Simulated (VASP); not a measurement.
# CuRu2 (P4/mmm) in VASP: relaxation of cell and atoms with PBE

Aim: the relaxation of cell and atoms of CuRu2 with PBE.

All numbers are computed with VASP 6.6.1; they aren't measurements. Logs are shortened: lines on timing, memory, paths and dates and some standing lists are left out, and cuts for length are marked.

### Step 1. The cell of the first run

It takes space group P4/mmm (No. 123, tetragonal). The conventional cell has a = 4.805 Å, b = 4.805 Å, c = 2.336 Å, α = 90.00°, β = 90.00°, γ = 90.00°. Within 3.1 Å of Cu (site symmetry 4/mmm) lie 2 Cu at 2.34 Å and 4 Ru at 2.40 Å. Within 3.1 Å of Ru (site symmetry mmm) lie 2 Ru at 2.34 Å and 2 Cu at 2.40 Å.

The cell was built from a structure type or drawn by symmetry, and may not be a known phase.

### Step 2. Relaxation of cell and atoms, PBE

Contents of INCAR:

```
SYSTEM = CuRu2
ALGO = Fast ; EDIFF = 1E-6
EDIFFG = -0.01 ; ENCUT = 600
GGA = PE ; IBRION = 2
ISIF = 3 ; ISMEAR = 0
LASPH = .True. ; LCHARG = .False.
LREAL = .False. ; LWAVE = .False.
NELM = 80 ; NSW = 100
PREC = Accurate ; SIGMA = 0.1
```

Contents of KPOINTS:

```
k-points
0
Gamma
  10 10 20
  0 0 0
```

Contents of POSCAR:

```
CuRu2
1.0
    4.8045738585      0.0000000000      0.0000000000
    0.0000000000      4.8045738585      0.0000000000
    0.0000000000      0.0000000000      2.3355402911
Cu Ru
1 2
Direct
    0.0000000000      0.0000000000      0.5000000000
    0.5000000000      0.0000000000      0.5000000000
    0.0000000000      0.5000000000      0.5000000000
```

Potentials or basis: VASP PAW PBE potentials, release 64 (Cu, Ru_pv).

Launch:

```
$ cat potpaw_PBE.64/Cu/POTCAR potpaw_PBE.64/Ru_pv/POTCAR > POTCAR
$ mpirun -np 1 vasp_std > vasp.out
```

OUTCAR:

```text
SYSTEM = CuRu2
   EDIFF = 1E-6
   EDIFFG = -0.01
   ENCUT = 600
   GGA = PE
   IBRION = 2
   ISIF = 3
   ISMEAR = 0
   LASPH = .True.
   LREAL = .False.
   NELM = 80
   NSW = 100
   PREC = Accurate

 ion  position               nearest neighbor table
   1  0.000  0.000  0.500-   2 2.40   3 2.40   3 2.40   2 2.40
   2  0.500  0.000  0.500-   1 2.40   1 2.40
   3  0.000  0.500  0.500-   1 2.40   1 2.40

  LATTYP: Found a simple tetragonal cell.
 ALAT       =     4.8045738585
 C/A-ratio  =     0.4861076882

  Lattice vectors:

 A1 = (   4.8045738585,   0.0000000000,   0.0000000000)
 A2 = (   0.0000000000,   4.8045738585,   0.0000000000)
 A3 = (   0.0000000000,   0.0000000000,   2.3355402911)

Analysis of symmetry for initial positions (statically):
=====================================================================
 Subroutine PRICEL returns:
 Original cell was already a primitive cell.

 Routine SETGRP: Setting up the symmetry group for a
 simple tetragonal supercell.

 Subroutine GETGRP returns: Found 16 space group operations
 (whereof 16 operations were pure point group operations)
 out of a pool of 16 trial point group operations.

The static configuration has the point symmetry D_4h.

Analysis of symmetry for dynamics (positions and initial velocities):
=====================================================================
 Subroutine PRICEL returns:
 Original cell was already a primitive cell.

 Routine SETGRP: Setting up the symmetry group for a
 simple tetragonal supercell.

 Subroutine GETGRP returns: Found 16 space group operations
 (whereof 16 operations were pure point group operations)
 out of a pool of 16 trial point group operations.

The dynamic configuration has the point symmetry D_4h.

 Subroutine INISYM returns: Found 16 space group operations
 (whereof 16 operations are pure point group operations),
 and found     1 'primitive' translations

----------------------------------------------------------------------------------------

                                     Primitive cell

  volume of cell :      53.9134

  direct lattice vectors                    reciprocal lattice vectors
     4.804573859  0.000000000  0.000000000     0.208135004  0.000000000  0.000000000
     0.000000000  4.804573859  0.000000000     0.000000000  0.208135004  0.000000000
     0.000000000  0.000000000  2.335540291     0.000000000  0.000000000  0.428166452

  length of vectors
     4.804573859  4.804573859  2.335540291     0.208135004  0.208135004  0.428166452

  position of ions in fractional coordinates (direct lattice)
     0.000000000  0.000000000  0.500000000
     0.500000000  0.000000000  0.500000000
     0.000000000  0.500000000  0.500000000

  ion indices of the primitive-cell ions
   primitive index   ion index
                 1           1
                 2           2
                 3           3

----------------------------------------------------------------------------------------

 KPOINTS: k-points

Automatic generation of k-mesh.
 Grid dimensions read from file:
 generate k-points for:   10   10   20

 Generating k-lattice:

  Cartesian coordinates                     Fractional coordinates (reciprocal lattice)
     0.020813500  0.000000000  0.000000000     0.100000000  0.000000000  0.000000000
     0.000000000  0.020813500  0.000000000     0.000000000  0.100000000  0.000000000
     0.000000000  0.000000000  0.021408323     0.000000000  0.000000000  0.050000000

  Length of vectors
     0.020813500  0.020813500  0.021408323

  Shift w.r.t. Gamma in fractional coordinates (k-lattice)
     0.000000000  0.000000000  0.000000000

 Subroutine IBZKPT returns following result:
 ===========================================

 Found    231 irreducible k-points:

 Following reciprocal coordinates:
            Coordinates               Weight
  0.000000  0.000000  0.000000      1.000000
  0.100000  0.000000  0.000000      4.000000
  0.200000  0.000000  0.000000      4.000000
  0.300000  0.000000  0.000000      4.000000
  0.400000  0.000000  0.000000      4.000000
  0.500000  0.000000  0.000000      2.000000
[... 16 lines left out ...]
  0.100000  0.000000  0.050000      8.000000
  0.200000  0.000000  0.050000      8.000000
 [... further k-points ...]
   k-points           NKPTS =    231   k-points in BZ     NKDIM =    231   number of bands    NBANDS=     23
   number of dos      NEDOS =    301   number of ions     NIONS =      3
   total plane-waves  NPLWV =  32000
   dimension x,y,z NGX =    40 NGY =   40 NGZ =   20
   dimension x,y,z NGXF=    80 NGYF=   80 NGZF=   40
   ions per type =               1   2
   NGX,Y,Z   is equivalent  to a cutoff of  13.84, 13.84, 14.24 a.u.
   NGXF,Y,Z  is equivalent  to a cutoff of  27.68, 27.68, 28.47 a.u.
 SYSTEM =  CuRu2
   PREC   = accura    normal or accurate (medium, high low for compatibility)
   ISTART =      0    job   : 0-new  1-cont  2-samecut
   ICHARG =      2    charge: 1-file 2-atom 10-const
   ISPIN  =      1    spin polarized calculation?
   LNONCOLLINEAR =      F non collinear calculations
   LSORBIT =      F    spin-orbit coupling
   LASPH  =      T    aspherical Exc in radial PAW
   ENCUT  =  600.0 eV  44.10 Ry    6.64 a.u.   9.60  9.60  4.66*2*pi/ulx,y,z
   NELM   =     80;   NELMIN=  2; NELMDL= -5     # of ELM steps
   EDIFF  = 0.1E-05   stopping-criterion for ELM
   LREAL  =      F    real-space projection
   EDIFFG = -.1E-01   stopping-criterion for IOM
   NSW    =    100    number of steps for IOM
   IBRION =      2    ionic relax: 0-MD 1-quasi-New 2-CG
   NFREE  =      1    steps in history (QN), initial steepest desc. (CG)
   ISIF   =      3    stress and relaxation
   ISYM   =      2    0-nonsym 1-usesym 2-fastsym
   POTIM  = 0.5000    time-step for ionic-motion
   TEBEG  =    0.0;   TEEND  =   0.0 temperature during run
   PSTRESS=    0.0 pullay stress
   NELECT =      39.0000    total number of electrons
   NUPDOWN=      -1.0000    fix difference up-down
   EMIN   =  10.00;   EMAX   =-10.00  energy-range for DOS
   EFERMI =   0.00;   METHOD = LEGACY
   ISMEAR =     0;   SIGMA  =   0.10  broadening in eV -4-tet -1-fermi 0-gaus
   EFERMI_NEDOS =   21; number of points for ismear=-14 and -15
   IALGO  =     68    algorithm
   IMIX   =      4    mixing-type and parameters
     AMIX     =   0.40;   BMIX     =  1.00
     AMIX_MAG =   1.60;   BMIX_MAG =  1.00
  volume/ion in A,a.u.               =      17.97       121.28
  Fermi-wavevector in a.u.,A,eV,Ry     =   1.469594  2.777130 29.384586  2.159706
  Thomas-Fermi vector in A             =   2.584952
   LORBIT       =      0    0 simple, 1 ext, 2 COOP (PROOUT), +10 PAW based schemes
   GGA     = PE    functional components
   LHFCALC =     F    Hartree Fock is set to
   AEXX    =    0.0000 exact exchange contribution
   IVDW    =     0    specifies the selected vdW correction
   LEPSILON=     F    determine dielectric tensor
   LRPA    =     F    only Hartree local field effects (RPA)
 conjugate gradient relaxation of ions
 non-spin polarized calculation
 RMM-DIIS sequential band-by-band and
 Gauss-broadening in eV      SIGMA  =   0.10
  energy-cutoff  :      600.00
  volume of cell :       53.91
 maximum number of plane-waves:      1834
 NGX is ok and might be reduce to    40
   NGX = 19   NGY = 19   NGZ =  9

--------------------------------------- Ionic step        1  -------------------------------------------

 number of electron      39.0000004 magnetization

 Free energy of the ion-electron system (eV)
  ---------------------------------------------------
  ext. energy  EPLUGINS =         0.00000000
  ---------------------------------------------------
  free energy    TOTEN  =       -17.37653402 eV

  energy without entropy =      -17.35873272  energy(sigma->0) =      -17.36763337

------------------------ aborting loop because EDIFF is reached ----------------------------------------

  FORCE on cell =-STRESS in cart. coord.  units (eV):
  Direction    XX          YY          ZZ          XY          YZ          ZX
  --------------------------------------------------------------------------------------
  -------------------------------------------------------------------------------------
  Total       -0.1813739     -0.1813739      0.5478707      0.0000000     -0.0000000      0.0000000
  in kB       -5.3899934     -5.3899934     16.2813928      0.0000000     -0.0000000      0.0000000
  external PRESSURE =       1.8338020 kB  Pullay stress =       0.0000000 kB
[... 133 lines left out ...]
  energy  without entropy=      -17.3599773127  energy(sigma->0) =      -17.36906826

--------------------------------------- Ionic step        5  -------------------------------------------

 number of electron      39.0000000 magnetization

 Free energy of the ion-electron system (eV)
  ---------------------------------------------------
  ext. energy  EPLUGINS =         0.00000000
  ---------------------------------------------------
  free energy    TOTEN  =       -17.37822020 eV

  energy without entropy =      -17.36002443  energy(sigma->0) =      -17.36912231

 E-fermi :   6.7127     XC(G=0): -11.4995

 val. band max:        6.7123653738   @ k =   0.3000   0.2000   0.3500
 cond. band min:       6.7157565155   @ k =   0.5000   0.0000   0.4000
 fundamental gap:      0.0033911417
 Fermi energy:         6.7127330953

 k-point     1 :       0.0000    0.0000    0.0000
  band No.  band energies     occupation
      1     -35.8305      2.00000
      2     -35.8305      2.00000
      3     -35.6489      2.00000
      4     -35.6489      2.00000
      5     -35.2747      2.00000
      6     -35.2709      2.00000
[... 613 lines left out ...]
     22       8.1006      0.00000
     23       8.1227      0.00000

 [... further k-points ...]

------------------------ aborting loop because EDIFF is reached ----------------------------------------

  FORCE on cell =-STRESS in cart. coord.  units (eV):
  Direction    XX          YY          ZZ          XY          YZ          ZX
  --------------------------------------------------------------------------------------
  -------------------------------------------------------------------------------------
  Total        0.0270225      0.0270225     -0.0235855      0.0000000      0.0000000      0.0000000
  in kB        0.8050280      0.8050280     -0.7026371      0.0000000      0.0000000      0.0000000
  external PRESSURE =       0.3024730 kB  Pullay stress =       0.0000000 kB
[... 18 lines left out ...]
  FREE ENERGIE OF THE ION-ELECTRON SYSTEM (eV)
  ---------------------------------------------------
  free  energy   TOTEN  =       -17.3782201985 eV

  energy  without entropy=      -17.3600244262  energy(sigma->0) =      -17.36912231

 reached required accuracy - stopping structural energy minimisation
```

Run time: 13 min. Hardware: 1 thread of AMD EPYC 9R45 (Zen 5), shared host; peak memory 0.42 GiB.

Results:

| Property | Result |
| --- | --- |
| Free energy | -17.3782 eV |
| Relaxed volume | 17.93 Å³/atom |
| Relaxed cell | a = 4.789 Å, b = 4.789 Å, c = 2.345 Å, α = 90.00°, β = 90.00°, γ = 90.00° |
| Space group after relaxing (to 0.1 Å) | P4/mmm (No. 123) |
| Energy gained by relaxing | 0.6 meV/atom |
| Ionic steps | 5 |
| Pressure after relaxing | 0.0 GPa |

The path:
| step | energy change (eV) | largest force (eV/Å) | pressure (GPa) | volume (Å³) |
| --- | --- | --- | --- | --- |
| 1 | 0.0000 | 0.0000 | 0.18 | 53.91 |
| 2 | 0.0003 | 0.0000 | -1.07 | 54.07 |
| 3 | -0.0014 | 0.0000 | -0.41 | 53.99 |
| 4 | -0.0016 | 0.0000 | 0.29 | 53.69 |
| 5 | -0.0017 | 0.0000 | 0.03 | 53.78 |

Final structure:
```
Cu Ru
1.0
     4.78896    0.00000    0.00000
     0.00000    4.78896    0.00000
     0.00000    0.00000    2.34500
Cu Ru
1 2
Direct
  0.00000 0.00000 0.50000
  0.50000 0.00000 0.50000
  0.00000 0.50000 0.50000
```

Levels at points of the mesh, in eV from the Fermi level:
```csv
k point,band 17,band 18,band 19,band 20,band 21,band 22
"(0.00, 0.00, 0.00)",-0.14,0.31,0.40,0.40,1.45,1.45
"(0.50, 0.00, 0.00)",-2.10,-0.91,-0.85,1.29,1.49,1.55
"(0.50, 0.50, 0.00)",-1.73,-1.73,0.38,0.90,0.90,1.15
"(0.00, 0.00, 0.50)",-0.29,0.13,0.25,0.58,0.91,2.85
"(0.50, 0.00, 0.50)",-0.65,0.02,0.26,0.33,0.93,2.60
"(0.50, 0.50, 0.50)",-1.53,-0.50,-0.50,1.55,1.55,4.26
```

Caveat: the highest band is partly filled, so the run has too few bands.
